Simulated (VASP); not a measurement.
Write the native input for VASP 6.6.1 that does the following.

* Task: relaxation of the atoms
* Functional: PBE
* Potentials or basis: VASP PAW PBE potentials, release 64 (Ag)
* Cutoff: 520 eV
* k mesh: 18 × 18 × 10
* Occupations: fermi-dirac, width 0.05 eV
* Spin: no spin polarisation
* Dipole correction: no
* Further INCAR settings: ALGO = Normal; EDIFF = 1e-06; IBRION = 2; EDIFFG = -0.02; NSW = 80

The structure of Ag lies in POSCAR:

```
Ag
1.0
    2.9300000000      0.0000000000      0.0000000000
   -1.4650000000      2.5374544331      0.0000000000
    0.0000000000      0.0000000000      4.8858000000
Ag
2
Direct
    0.3333333333      0.6666666667      0.2500000000
    0.6666666667      0.3333333333      0.7500000000
```

This isn't the form of Ag at room conditions, which is fcc.

This cell differs from its parent crystal: z stretched by +2 %.

One way to write it, as run:

INCAR

```
PREC = Accurate ; ENCUT = 520
EDIFF = 1E-6 ; ISMEAR = -1
SIGMA = 0.05 ; LREAL = False
LASPH = True ; NELM = 80
ALGO = Normal ; ISIF = 2
LWAVE = False ; LCHARG = False
GGA = PE ; IBRION = 2
NSW = 80 ; EDIFFG = -0.02
```

KPOINTS

```
Automatic mesh
0
Gamma
  18 18 10
```

Potentials or basis: VASP PAW PBE potentials, release 64 (Ag).

The run is started by

```bash
$ cat potpaw_PBE.64/Ag/POTCAR > POTCAR
$ mpirun -np 1 vasp_std > vasp.out
```

It gave:

* Pressure after relaxing: -1.4 GPa
* Band gap on the k mesh: zero (bands 11 and 12 overlap by 7.38 eV)

Caveat: the cell differs from its parent crystal (z stretched by +2 %).

Wall time 81 s on 1 thread of Oxide Virtual Turin-like Processor, on a shared host, peak memory 0.2 GiB.
